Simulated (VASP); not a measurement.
# TiO2 (Pbca) in VASP: electric field gradients with PBE

Aim: the electric field gradients of TiO2 with PBE.

Everything below comes from runs of VASP 6.6.1. Logs are shortened: lines on timing, memory, paths and dates and some standing lists are left out, and cuts for length are marked.

### Step 1. The cell of the first run

Symmetry: Pbca, No. 61, orthorhombic system. The conventional cell has a = 5.149 Å, b = 9.175 Å, c = 5.459 Å, α = 90.00°, β = 90.00°, γ = 90.00°. Within 2.5 Å of Ti (site symmetry 1) lie 6 O at 1.87 to 2.04 Å. O (site symmetry 1) has 3 Ti at 1.87 to 2.00 Å and 2 O at 2.50 to 2.53 Å within 2.6 Å. Within 2.6 Å of O (site symmetry 1) lie 3 Ti at 1.93 to 2.04 Å and 1 O at 2.53 Å.

### Step 2. Electric field gradients, PBE

INCAR

```
SYSTEM = TiO2
ALGO = Normal
EDIFF = 1E-8
ENCUT = 520
GGA = PE
ISIF = 2
ISMEAR = -1
LASPH = .True.
LCHARG = .False.
LEFG = .True.
LREAL = Auto
LWAVE = .False.
NBANDS = 114
NELM = 80
PREC = Accurate
SIGMA = 0.02
```

KPOINTS

```
k-points
0
Gamma
  4 3 4
  0 0 0
```

POSCAR

```
TiO2
1.0
    5.1490000000      0.0000000000      0.0000000000
    0.0000000000      9.1750000000      0.0000000000
    0.0000000000      0.0000000000      5.4590000000
Ti O
8 16
Direct
    0.1373000000      0.1290000000      0.9015000000
    0.6373000000      0.3710000000      0.0985000000
    0.8627000000      0.6290000000      0.5985000000
    0.3627000000      0.8710000000      0.4015000000
    0.8627000000      0.8710000000      0.0985000000
    0.3627000000      0.6290000000      0.9015000000
    0.1373000000      0.3710000000      0.4015000000
    0.6373000000      0.1290000000      0.5985000000
    0.8168000000      0.0096000000      0.8510000000
    0.3168000000      0.4904000000      0.1490000000
    0.1832000000      0.5096000000      0.6490000000
    0.6832000000      0.9904000000      0.3510000000
    0.1832000000      0.9904000000      0.1490000000
    0.6832000000      0.5096000000      0.8510000000
    0.8168000000      0.4904000000      0.3510000000
    0.3168000000      0.0096000000      0.6490000000
    0.4642000000      0.2312000000      0.8882000000
    0.9642000000      0.2688000000      0.1118000000
    0.5358000000      0.7312000000      0.6118000000
    0.0358000000      0.7688000000      0.3882000000
    0.5358000000      0.7688000000      0.1118000000
    0.0358000000      0.7312000000      0.8882000000
    0.4642000000      0.2688000000      0.3882000000
    0.9642000000      0.2312000000      0.6118000000
```

Potentials or basis: VASP PAW PBE potentials, release 64 (Ti_sv, O).

The run is started by

```sh
> cat potpaw_PBE.64/Ti_sv/POTCAR potpaw_PBE.64/O/POTCAR > POTCAR
> mpirun -np 1 vasp_std > vasp.out
```

OUTCAR:

```text
SYSTEM = TiO2
   EDIFF = 1E-8
   ENCUT = 520
   GGA = PE
   ISIF = 2
   ISMEAR = -1
   LASPH = .True.
   LREAL = Auto
   NELM = 80
   PREC = Accurate

 ion  position               nearest neighbor table
   1  0.137  0.129  0.901-  13 1.87  17 1.93  18 1.94  16 1.99   9 2.00  24 2.04
   2  0.637  0.371  0.099-  14 1.87  18 1.93  17 1.94  15 1.99  10 2.00  23 2.04
   3  0.863  0.629  0.599-  15 1.87  19 1.93  20 1.94  14 1.99  11 2.00  22 2.04
   4  0.363  0.871  0.401-  16 1.87  20 1.93  19 1.94  13 1.99  12 2.00  21 2.04
   5  0.863  0.871  0.099-   9 1.87  21 1.93  22 1.94  12 1.99  13 2.00  20 2.04
   6  0.363  0.629  0.901-  10 1.87  22 1.93  21 1.94  11 1.99  14 2.00  19 2.04
   7  0.137  0.371  0.401-  11 1.87  23 1.93  24 1.94  10 1.99  15 2.00  18 2.04
   8  0.637  0.129  0.599-  12 1.87  24 1.93  23 1.94   9 1.99  16 2.00  17 2.04
   9  0.817  0.010  0.851-   5 1.87   8 1.99   1 2.00
  10  0.317  0.490  0.149-   6 1.87   7 1.99   2 2.00
  11  0.183  0.510  0.649-   7 1.87   6 1.99   3 2.00
  12  0.683  0.990  0.351-   8 1.87   5 1.99   4 2.00
  13  0.183  0.990  0.149-   1 1.87   4 1.99   5 2.00
  14  0.683  0.510  0.851-   2 1.87   3 1.99   6 2.00
[... 8 lines left out ...]
  23  0.464  0.269  0.388-   7 1.93   8 1.94   2 2.04
  24  0.964  0.231  0.612-   8 1.93   7 1.94   1 2.04

  LATTYP: Found a simple orthorhombic cell.
 ALAT       =     5.1490000000
 B/A-ratio  =     1.0602058652
 C/A-ratio  =     1.7818993979

  Lattice vectors:

 A1 = (  -5.1490000000,   0.0000000000,   0.0000000000)
 A2 = (   0.0000000000,   0.0000000000,   5.4590000000)
 A3 = (   0.0000000000,   9.1750000000,   0.0000000000)

Analysis of symmetry for initial positions (statically):
=====================================================================
 Subroutine PRICEL returns:
 Original cell was already a primitive cell.

 Routine SETGRP: Setting up the symmetry group for a
 simple orthorhombic supercell.

 Subroutine GETGRP returns: Found  8 space group operations
 (whereof  2 operations were pure point group operations)
 out of a pool of  8 trial point group operations.

The static configuration has the point symmetry S_2 .
 The point group associated with its full space group is D_2h.

Analysis of symmetry for dynamics (positions and initial velocities):
=====================================================================
 Subroutine PRICEL returns:
 Original cell was already a primitive cell.

 Routine SETGRP: Setting up the symmetry group for a
 simple orthorhombic supercell.

 Subroutine GETGRP returns: Found  8 space group operations
 (whereof  2 operations were pure point group operations)
 out of a pool of  8 trial point group operations.

The dynamic configuration has the point symmetry S_2 .
 The point group associated with its full space group is D_2h.

 Subroutine INISYM returns: Found  8 space group operations
 (whereof  2 operations are pure point group operations),
 and found     1 'primitive' translations

----------------------------------------------------------------------------------------

                                     Primitive cell

  volume of cell :     257.8945

  direct lattice vectors                    reciprocal lattice vectors
     5.149000000  0.000000000  0.000000000     0.194212468  0.000000000  0.000000000
     0.000000000  9.175000000  0.000000000     0.000000000  0.108991826  0.000000000
     0.000000000  0.000000000  5.459000000     0.000000000  0.000000000  0.183183733

  length of vectors
     5.149000000  9.175000000  5.459000000     0.194212468  0.108991826  0.183183733

  position of ions in fractional coordinates (direct lattice)
     0.137300000  0.129000000  0.901500000
     0.637300000  0.371000000  0.098500000
     0.862700000  0.629000000  0.598500000
     0.362700000  0.871000000  0.401500000
     0.862700000  0.871000000  0.098500000
     0.362700000  0.629000000  0.901500000
[... 16 lines left out ...]
     0.464200000  0.268800000  0.388200000
     0.964200000  0.231200000  0.611800000

  ion indices of the primitive-cell ions
[... 96 lines left out ...]
   ISIF   =      2    stress and relaxation
   ISYM   =      2    0-nonsym 1-usesym 2-fastsym
   POTIM  = 0.5000    time-step for ionic-motion
   TEBEG  =    0.0;   TEEND  =   0.0 temperature during run
   PSTRESS=    0.0 pullay stress
   NELECT =     192.0000    total number of electrons
   NUPDOWN=      -1.0000    fix difference up-down
   EMIN   =  10.00;   EMAX   =-10.00  energy-range for DOS
   EFERMI =   0.00;   METHOD = LEGACY
   ISMEAR =    -1;   SIGMA  =   0.02  broadening in eV -4-tet -1-fermi 0-gaus
   EFERMI_NEDOS =   21; number of points for ismear=-14 and -15
   IALGO  =     38    algorithm
   IMIX   =      4    mixing-type and parameters
     AMIX     =   0.40;   BMIX     =  1.00
     AMIX_MAG =   1.60;   BMIX_MAG =  1.00
  volume/ion in A,a.u.               =      10.75        72.51
  Fermi-wavevector in a.u.,A,eV,Ry     =   1.483752  2.803884 29.953485  2.201519
  Thomas-Fermi vector in A             =   2.597374
   LORBIT       =      0    0 simple, 1 ext, 2 COOP (PROOUT), +10 PAW based schemes
   GGA     = PE    functional components
   LHFCALC =     F    Hartree Fock is set to
   AEXX    =    0.0000 exact exchange contribution
   IVDW    =     0    specifies the selected vdW correction
   LEPSILON=     F    determine dielectric tensor
   LRPA    =     F    only Hartree local field effects (RPA)
 non-spin polarized calculation
  energy-cutoff  :      520.00
  volume of cell :      257.89
 maximum number of plane-waves:      6984
 NGX is ok and might be reduce to    40
   NGX = 19   NGY = 35   NGZ = 21

 number of electron     191.9999970 magnetization

 Free energy of the ion-electron system (eV)
  ---------------------------------------------------
  ext. energy  EPLUGINS =         0.00000000
  ---------------------------------------------------
  free energy    TOTEN  =      -215.00367570 eV

  energy without entropy =     -215.00367570  energy(sigma->0) =     -215.00367570

 E-fermi :   4.5989     XC(G=0): -11.1710

 val. band max:        4.1209422843   @ k =   0.0000   0.0000   0.0000
 cond. band min:       6.3712207741   @ k =   0.0000   0.0000   0.0000
 fundamental gap:      2.2502784898
 Fermi energy:         4.5989421355

 k-point     1 :       0.0000    0.0000    0.0000
  band No.  band energies     occupation
      1     -52.3935      2.00000
      2     -52.3841      2.00000
      3     -52.3708      2.00000
      4     -52.3614      2.00000
      5     -52.3599      2.00000
      6     -52.3598      2.00000
[... 1987 lines left out ...]
    107       7.4252      0.00000
    108       7.4252      0.00000
 [bands above 108 left out]

------------------------ aborting loop because EDIFF is reached ----------------------------------------

  FORCE on cell =-STRESS in cart. coord.  units (eV):
  Direction    XX          YY          ZZ          XY          YZ          ZX
  --------------------------------------------------------------------------------------
  -------------------------------------------------------------------------------------
  Total        7.4282562      7.7637264      7.7650967      0.0000000      0.0000000     -0.0000000
  in kB       46.1482671     48.2323860     48.2408991      0.0000000      0.0000000     -0.0000000
  external PRESSURE =      47.5405174 kB  Pullay stress =       0.0000000 kB

 VOLUME and BASIS-vectors are now :
 -----------------------------------------------------------------------------
  energy-cutoff  :      520.00
  volume of cell :      257.89
      direct lattice vectors                 reciprocal lattice vectors
     5.149000000  0.000000000  0.000000000     0.194212468  0.000000000  0.000000000
     0.000000000  9.175000000  0.000000000     0.000000000  0.108991826  0.000000000
     0.000000000  0.000000000  5.459000000     0.000000000  0.000000000  0.183183733

 POSITION                                       TOTAL-FORCE (eV/Angst)
 -----------------------------------------------------------------------------------
      0.70696      1.18357      4.92129         0.067497      0.047781      0.065742
      3.28146      3.40393      0.53771         0.067497     -0.047781     -0.065742
      4.44204      5.77107      3.26721        -0.067497      0.047781     -0.065742
      1.86754      7.99143      2.19179        -0.067497     -0.047781      0.065742
      4.44204      7.99143      0.53771        -0.067497     -0.047781     -0.065742
      1.86754      5.77107      4.92129        -0.067497      0.047781      0.065742
[... 16 lines left out ...]
      2.39017      2.46624      2.11918        -0.040043      0.038497      0.060939
      4.96467      2.12126      3.33982        -0.040043     -0.038497     -0.060939
 -----------------------------------------------------------------------------------
    total drift:                                0.000000      0.000000     -0.000000

  FREE ENERGIE OF THE ION-ELECTRON SYSTEM (eV)
  ---------------------------------------------------
  free  energy   TOTEN  =      -215.0036757001 eV

  energy  without entropy=     -215.0036757001  energy(sigma->0) =     -215.00367570

 Electric field gradients (V/A^2)
---------------------------------------------------------------------
 ion       V_xx      V_yy      V_zz      V_xy      V_xz      V_yz
---------------------------------------------------------------------
   1       0.845    -6.112     5.267    -4.420    10.704     9.769
   2       0.845    -6.112     5.267     4.420   -10.704     9.769
   3       0.845    -6.112     5.267     4.420    10.704    -9.769
   4       0.845    -6.112     5.267    -4.420   -10.704    -9.769
   5       0.845    -6.112     5.267    -4.420    10.704     9.769
   6       0.845    -6.112     5.267     4.420   -10.704     9.769
[... 16 lines left out ...]
  23       2.017    -4.880     2.862    -4.039     3.402   -20.970
  24       2.017    -4.880     2.862     4.039    -3.402   -20.970
---------------------------------------------------------------------

 Electric field gradients after diagonalization (V/A^2)
 (convention: |V_zz| > |V_xx| > |V_yy|)
----------------------------------------------------------------------
 ion       V_xx      V_yy      V_zz     asymmetry (V_yy - V_xx)/ V_zz
----------------------------------------------------------------------
   1      15.298     1.675   -16.973       0.803
   2      15.298     1.675   -16.973       0.803
   3      15.298     1.675   -16.973       0.803
   4      15.298     1.675   -16.973       0.803
   5      15.298     1.675   -16.973       0.803
   6      15.298     1.675   -16.973       0.803
[... 16 lines left out ...]
  23      21.690     0.679   -22.369       0.939
  24      21.690     0.679   -22.369       0.939
----------------------------------------------------------------------

           NMR quadrupolar parameters

 Cq : quadrupolar parameter    Cq=e*Q*V_zz/h
 eta: asymmetry parameters     (V_yy - V_xx)/ V_zz
 Q  : nuclear electric quadrupole moment in mb (millibarn)
----------------------------------------------------------------------
 ion       Cq(MHz)       eta       Q (mb)
----------------------------------------------------------------------
   1      -0.041       0.803       1.000
   2      -0.041       0.803       1.000
   3      -0.041       0.803       1.000
   4      -0.041       0.803       1.000
   5      -0.041       0.803       1.000
   6      -0.041       0.803       1.000
[... 16 lines left out ...]
  23      -0.054       0.939       1.000
  24      -0.054       0.939       1.000
----------------------------------------------------------------------
```

Wall time 36 min (1 thread of Oxide Virtual Turin-like, shared host); peak memory 0.48 GiB.

What came out:

| Property | Result |
| --- | --- |
| Free energy | -215.0037 eV |
| Pressure | 4.8 GPa |
| Largest force | 0.106 eV/Å |
| Band gap on the k mesh | 2.25 eV |
| Largest electric field gradient by atom | Ti -17.0; O +18.4, -22.4 (each value once) V/Å² |

Forces on the atoms (eV/Å):
```
Ti   0.067  0.048  0.066
Ti   0.067 -0.048 -0.066
Ti  -0.067  0.048 -0.066
Ti  -0.067 -0.048  0.066
Ti  -0.067 -0.048 -0.066
Ti  -0.067  0.048  0.066
Ti   0.067 -0.048  0.066
Ti   0.067  0.048 -0.066
O   -0.086  0.010 -0.046
O   -0.086 -0.010  0.046
O    0.086  0.010  0.046
O    0.086 -0.010 -0.046
O    0.086 -0.010  0.046
O    0.086  0.010 -0.046
O   -0.086 -0.010 -0.046
O   -0.086  0.010  0.046
O   -0.040 -0.038  0.061
O   -0.040  0.038 -0.061
O    0.040 -0.038 -0.061
O    0.040  0.038  0.061
O    0.040  0.038 -0.061
O    0.040 -0.038  0.061
O   -0.040  0.038  0.061
O   -0.040 -0.038 -0.061
```

Stress tensor (GPa, compression positive):
```
4.61 0.00 0.00
0.00 4.82 0.00
0.00 0.00 4.82
```

Electric field gradients, principal values (V/Å²):
| atom | least | middle | greatest (by size) |
| --- | --- | --- | --- |
| 1 Ti | 1.675 | 15.298 | -16.973 |
| 2 Ti | 1.675 | 15.298 | -16.973 |
| 3 Ti | 1.675 | 15.298 | -16.973 |
| 4 Ti | 1.675 | 15.298 | -16.973 |
| 5 Ti | 1.675 | 15.298 | -16.973 |
| 6 Ti | 1.675 | 15.298 | -16.973 |
| 7 Ti | 1.675 | 15.298 | -16.973 |
| 8 Ti | 1.675 | 15.298 | -16.973 |
| 9 O | -1.837 | -16.569 | 18.405 |
| 10 O | -1.837 | -16.569 | 18.405 |
| 11 O | -1.837 | -16.569 | 18.405 |
| 12 O | -1.837 | -16.569 | 18.405 |
| 13 O | -1.837 | -16.569 | 18.405 |
| 14 O | -1.837 | -16.569 | 18.405 |
| 15 O | -1.837 | -16.569 | 18.405 |
| 16 O | -1.837 | -16.569 | 18.405 |
| 17 O | 0.679 | 21.690 | -22.369 |
| 18 O | 0.679 | 21.690 | -22.369 |
| 19 O | 0.679 | 21.690 | -22.369 |
| 20 O | 0.679 | 21.690 | -22.369 |
| 21 O | 0.679 | 21.690 | -22.369 |
| 22 O | 0.679 | 21.690 | -22.369 |
| 23 O | 0.679 | 21.690 | -22.369 |
| 24 O | 0.679 | 21.690 | -22.369 |

Caveat: the cell stands under pressure; without QUAD_EFG the Cq values of the log hold for a quadrupole moment of 1 mb, not for the nuclei. A k mesh can miss the band edges.
